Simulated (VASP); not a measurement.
# C in VASP: further runs

C is run at these levels: PBE; tasks: single point.

All numbers are computed with VASP 6.6.1; they aren't measurements. Logs are shortened: lines on timing, memory, paths and dates and some standing lists are left out, and cuts for length are marked.

### Step 1. The cell of the first run

Symmetry: I4_1/amd, No. 141, tetragonal system. Conventional cell: a = 2.517 Å, b = 2.517 Å, c = 3.507 Å, α = 90.00°, β = 90.00°, γ = 90.00°. Within 2.0 Å of C (site symmetry -4m2) lie 4 C at 1.53 Å.

### Step 2. Single point, PBE (uniaxial x strain -1.5%)

INCAR

```
SYSTEM = C
ALGO     = Normal         ! electronic algorithm
EDIFF    = 1E-6           ! SCF threshold, eV
ENCUT    = 520            ! plane-wave cutoff, eV
GGA      = PE             ! functional
ISIF     = 2              ! what is computed and relaxed
ISMEAR   = 0              ! smearing method
LASPH    = .TRUE.         ! aspherical terms in the spheres
LCHARG   = .FALSE.        ! write CHGCAR
LREAL    = .FALSE.        ! projectors in reciprocal space
LWAVE    = .FALSE.        ! write WAVECAR
NBANDS   = 11             ! bands
NELM     = 100            ! most SCF steps
PREC     = Accurate       ! precision mode
SIGMA    = 0.01           ! smearing width, eV
```

KPOINTS

```
k-points
0
G
  6 6 6
  0 0 0
```

POSCAR

```
C
1.0
    0.0000000000      1.7801241411      1.7801241411
    1.7534222790      0.0000000000      1.7801241411
    1.7534222790      1.7801241411      0.0000000000
C
2
Direct
    0.0000000000      0.0000000000      0.0000000000
    0.2500000000      0.2500000000      0.2500000000
```

Potentials or basis: VASP PAW PBE potentials, release 64 (C).

Launch:

```sh
$ cat potpaw_PBE.64/C/POTCAR > POTCAR
$ mpirun -np 1 vasp_std > vasp.out
```

OUTCAR:

```text
SYSTEM = C
   EDIFF = 1E-6
   ENCUT = 520
   GGA = PE
   ISIF = 2
   ISMEAR = 0
   LASPH = .TRUE.
   LREAL = .FALSE.
   NELM = 100
   PREC = Accurate

 ion  position               nearest neighbor table
   1  0.000  0.000  0.000-   2 1.53   2 1.53   2 1.53   2 1.53
   2  0.250  0.250  0.250-   1 1.53   1 1.53   1 1.53   1 1.53

  LATTYP: Found a body centered tetragonal cell.
 ALAT       =     2.5174757031
 C/A-ratio  =     1.3930003590

  Lattice vectors:

 A1 = (  -1.7534222790,   0.0000000000,  -1.7801241411)
 A2 = (  -1.7534222790,   0.0000000000,   1.7801241411)
 A3 = (   1.7534222790,   1.7801241411,   0.0000000000)

Analysis of symmetry for initial positions (statically):
=====================================================================
 Subroutine PRICEL returns:
 Original cell was already a primitive cell.

 Routine SETGRP: Setting up the symmetry group for a
 body centered tetragonal supercell.

 Subroutine GETGRP returns: Found 16 space group operations
 (whereof  8 operations were pure point group operations)
 out of a pool of 16 trial point group operations.

The static configuration has the point symmetry D_2d.
 The point group associated with its full space group is D_4h.

Analysis of symmetry for dynamics (positions and initial velocities):
=====================================================================
 Subroutine PRICEL returns:
 Original cell was already a primitive cell.

 Routine SETGRP: Setting up the symmetry group for a
 body centered tetragonal supercell.

 Subroutine GETGRP returns: Found 16 space group operations
 (whereof  8 operations were pure point group operations)
 out of a pool of 16 trial point group operations.

The dynamic configuration has the point symmetry D_2d.
 The point group associated with its full space group is D_4h.

 Subroutine INISYM returns: Found 16 space group operations
 (whereof  8 operations are pure point group operations),
 and found     1 'primitive' translations

----------------------------------------------------------------------------------------

                                     Primitive cell

  volume of cell :      11.1126

  direct lattice vectors                    reciprocal lattice vectors
     0.000000000  1.780124141  1.780124141    -0.285156637  0.280879287  0.280879287
     1.753422279  0.000000000  1.780124141     0.285156637 -0.280879287  0.280879287
     1.753422279  1.780124141  0.000000000     0.285156637  0.280879287 -0.280879287

  length of vectors
     2.517475703  2.498665973  2.498665973     0.488979197  0.488979197  0.488979197

  position of ions in fractional coordinates (direct lattice)
     0.000000000  0.000000000  0.000000000
     0.250000000  0.250000000  0.250000000

  ion indices of the primitive-cell ions
   primitive index   ion index
                 1           1
                 2           2

----------------------------------------------------------------------------------------

 KPOINTS: k-points

Automatic generation of k-mesh.
 Grid dimensions read from file:
 generate k-points for:    6    6    6

 Generating k-lattice:

  Cartesian coordinates                     Fractional coordinates (reciprocal lattice)
    -0.047526106  0.046813215  0.046813215     0.166666667  0.000000000  0.000000000
     0.047526106 -0.046813215  0.046813215     0.000000000  0.166666667 -0.000000000
     0.047526106  0.046813215 -0.046813215     0.000000000 -0.000000000  0.166666667

  Length of vectors
     0.081496533  0.081496533  0.081496533

  Shift w.r.t. Gamma in fractional coordinates (k-lattice)
     0.000000000  0.000000000  0.000000000

 Subroutine IBZKPT returns following result:
 ===========================================

 Found     30 irreducible k-points:

 Following reciprocal coordinates:
            Coordinates               Weight
  0.000000  0.000000  0.000000      1.000000
  0.166667  0.000000  0.000000      8.000000
  0.333333  0.000000  0.000000      8.000000
  0.500000  0.000000  0.000000      4.000000
  0.166667  0.166667  0.000000      4.000000
  0.333333  0.166667  0.000000     16.000000
[... 16 lines left out ...]
 -0.333333  0.500000  0.166667      4.000000
  0.333333 -0.333333  0.166667      8.000000
 [... further k-points ...]
   k-points           NKPTS =     30   k-points in BZ     NKDIM =     30   number of bands    NBANDS=     11
   number of dos      NEDOS =    301   number of ions     NIONS =      2
   total plane-waves  NPLWV =   8000
   dimension x,y,z NGX =    20 NGY =   20 NGZ =   20
   dimension x,y,z NGXF=    40 NGYF=   40 NGZF=   40
   ions per type =               2
   NGX,Y,Z   is equivalent  to a cutoff of  13.21, 13.31, 13.31 a.u.
   NGXF,Y,Z  is equivalent  to a cutoff of  26.41, 26.61, 26.61 a.u.
 SYSTEM =  C
   PREC   = accura    normal or accurate (medium, high low for compatibility)
   ISTART =      0    job   : 0-new  1-cont  2-samecut
   ICHARG =      2    charge: 1-file 2-atom 10-const
   ISPIN  =      1    spin polarized calculation?
   LNONCOLLINEAR =      F non collinear calculations
   LSORBIT =      F    spin-orbit coupling
   LASPH  =      T    aspherical Exc in radial PAW
   ENCUT  =  520.0 eV  38.22 Ry    6.18 a.u.   4.68  4.65  4.65*2*pi/ulx,y,z
   NELM   =    100;   NELMIN=  2; NELMDL= -5     # of ELM steps
   EDIFF  = 0.1E-05   stopping-criterion for ELM
   LREAL  =      F    real-space projection
   EDIFFG = 0.1E-04   stopping-criterion for IOM
   NSW    =      0    number of steps for IOM
   IBRION =     -1    ionic relax: 0-MD 1-quasi-New 2-CG
   NFREE  =      0    steps in history (QN), initial steepest desc. (CG)
   ISIF   =      2    stress and relaxation
   ISYM   =      2    0-nonsym 1-usesym 2-fastsym
   POTIM  = 0.5000    time-step for ionic-motion
   TEBEG  =    0.0;   TEEND  =   0.0 temperature during run
   PSTRESS=    0.0 pullay stress
   NELECT =       8.0000    total number of electrons
   NUPDOWN=      -1.0000    fix difference up-down
   EMIN   =  10.00;   EMAX   =-10.00  energy-range for DOS
   EFERMI =   0.00;   METHOD = LEGACY
   ISMEAR =     0;   SIGMA  =   0.01  broadening in eV -4-tet -1-fermi 0-gaus
   EFERMI_NEDOS =   21; number of points for ismear=-14 and -15
   IALGO  =     38    algorithm
   IMIX   =      4    mixing-type and parameters
     AMIX     =   0.40;   BMIX     =  1.00
     AMIX_MAG =   1.60;   BMIX_MAG =  1.00
  volume/ion in A,a.u.               =       5.56        37.50
  Fermi-wavevector in a.u.,A,eV,Ry     =   1.467233  2.772669 29.290256  2.152773
  Thomas-Fermi vector in A             =   2.582875
   LORBIT       =      0    0 simple, 1 ext, 2 COOP (PROOUT), +10 PAW based schemes
   GGA     = PE    functional components
   LHFCALC =     F    Hartree Fock is set to
   AEXX    =    0.0000 exact exchange contribution
   IVDW    =     0    specifies the selected vdW correction
   LEPSILON=     F    determine dielectric tensor
   LRPA    =     F    only Hartree local field effects (RPA)
 non-spin polarized calculation
 Gauss-broadening in eV      SIGMA  =   0.01
  energy-cutoff  :      520.00
  volume of cell :       11.11
 maximum number of plane-waves:       310
   NGX =  9   NGY =  9   NGZ =  9

 number of electron       7.9999999 magnetization

 Free energy of the ion-electron system (eV)
  ---------------------------------------------------
  ext. energy  EPLUGINS =         0.00000000
  ---------------------------------------------------
  free energy    TOTEN  =       -18.16017305 eV

  energy without entropy =      -18.16017305  energy(sigma->0) =      -18.16017305

 E-fermi :  10.3792     XC(G=0): -13.3534

 val. band max:       10.1854250264   @ k =   0.0000   0.0000   0.0000
 cond. band min:      13.9972432022   @ k =   0.0000   0.3333   0.3333
 fundamental gap:      3.8118181758
 Fermi energy:        10.3791913785

 k-point     1 :       0.0000    0.0000    0.0000
  band No.  band energies     occupation
      1     -11.7235      2.00000
      2       9.9582      2.00000
      3       9.9582      2.00000
      4      10.1854      2.00000
      5      15.5557      0.00000
      6      15.7449      0.00000
      7      15.7449      0.00000
      8      23.8372      0.00000
      9      29.5944      0.00000
     10      36.3942      0.00000
     11      37.1553      0.00000

 k-point     2 :       0.1667    0.0000    0.0000
  band No.  band energies     occupation
      1     -10.9452      2.00000
      2       6.2187      2.00000
      3       8.8974      2.00000
      4       9.0815      2.00000
      5      16.9679      0.00000
      6      17.0938      0.00000
      7      17.6009      0.00000
      8      24.4145      0.00000
      9      30.5872      0.00000
     10      32.7959      0.00000
     11      33.1938      0.00000

 k-point     3 :       0.3333    0.0000    0.0000
  band No.  band energies     occupation
      1      -8.6607      2.00000
      2       0.5247      2.00000
      3       7.5470      2.00000
      4       7.7911      2.00000
      5      18.3198      0.00000
      6      18.3760      0.00000
      7      18.9574      0.00000
      8      25.5483      0.00000
      9      31.2616      0.00000
     10      33.4306      0.00000
     11      33.5074      0.00000
[... 267 lines left out ...]
 k-point    23 :      -0.3333    0.5000    0.1667
  band No.  band energies     occupation
      1      -2.3664      2.00000
      2      -2.3664      2.00000
      3       2.1390      2.00000
      4       2.1390      2.00000
      5      18.4217      0.00000
      6      18.4217      0.00000
      7      24.5918      0.00000
      8      24.5918      0.00000
      9      32.1106      0.00000
     10      32.1106      0.00000
     11      41.2284      0.00000

 k-point    24 :       0.3333   -0.3333    0.1667
  band No.  band energies     occupation
      1      -4.0486      2.00000
      2      -1.8791      2.00000
      3       2.0241      2.00000
      4       3.9904      2.00000
      5      19.0856      0.00000
      6      20.5187      0.00000
      7      24.1052      0.00000
      8      24.4482      0.00000
      9      28.2658      0.00000
     10      33.6379      0.00000
     11      37.4669      0.00000

 [... further k-points ...]

------------------------ aborting loop because EDIFF is reached ----------------------------------------

  FORCE on cell =-STRESS in cart. coord.  units (eV):
  Direction    XX          YY          ZZ          XY          YZ          ZX
  --------------------------------------------------------------------------------------
  -------------------------------------------------------------------------------------
  Total        1.4850759      0.5078192      0.5078192     -0.0000000      0.0000000     -0.0000000
  in kB      214.1125500     73.2154286     73.2154286     -0.0000000      0.0000000     -0.0000000
  external PRESSURE =     120.1811357 kB  Pullay stress =       0.0000000 kB

 VOLUME and BASIS-vectors are now :
 -----------------------------------------------------------------------------
  energy-cutoff  :      520.00
  volume of cell :       11.11
      direct lattice vectors                 reciprocal lattice vectors
     0.000000000  1.780124141  1.780124141    -0.285156637  0.280879287  0.280879287
     1.753422279  0.000000000  1.780124141     0.285156637 -0.280879287  0.280879287
     1.753422279  1.780124141  0.000000000     0.285156637  0.280879287 -0.280879287

 POSITION                                       TOTAL-FORCE (eV/Angst)
 -----------------------------------------------------------------------------------
      0.00000      0.00000      0.00000        -0.000000      0.000000      0.000000
      0.87671      0.89006      0.89006         0.000000     -0.000000     -0.000000
 -----------------------------------------------------------------------------------
    total drift:                                0.000000      0.000000      0.000000

  FREE ENERGIE OF THE ION-ELECTRON SYSTEM (eV)
  ---------------------------------------------------
  free  energy   TOTEN  =       -18.1601730498 eV

  energy  without entropy=      -18.1601730498  energy(sigma->0) =      -18.16017305
```

Run time: 4.2 s. Hardware: 1 thread of AMD EPYC 7R13 (Zen 3), shared host; peak memory 0.08 GiB.

What came out:

```
Free energy            : -18.1602 eV
Pressure               : 12.0 GPa
Band gap on the k mesh : 3.81 eV, indirect (least direct gap 5.37 eV)
```

Caveat: the k points lie up to 0.51 Å⁻¹ apart; the cell differs from its parent crystal (uniaxial x strain -1.5%). A k mesh can miss the band edges.

(Continued in part 2 of 2.)
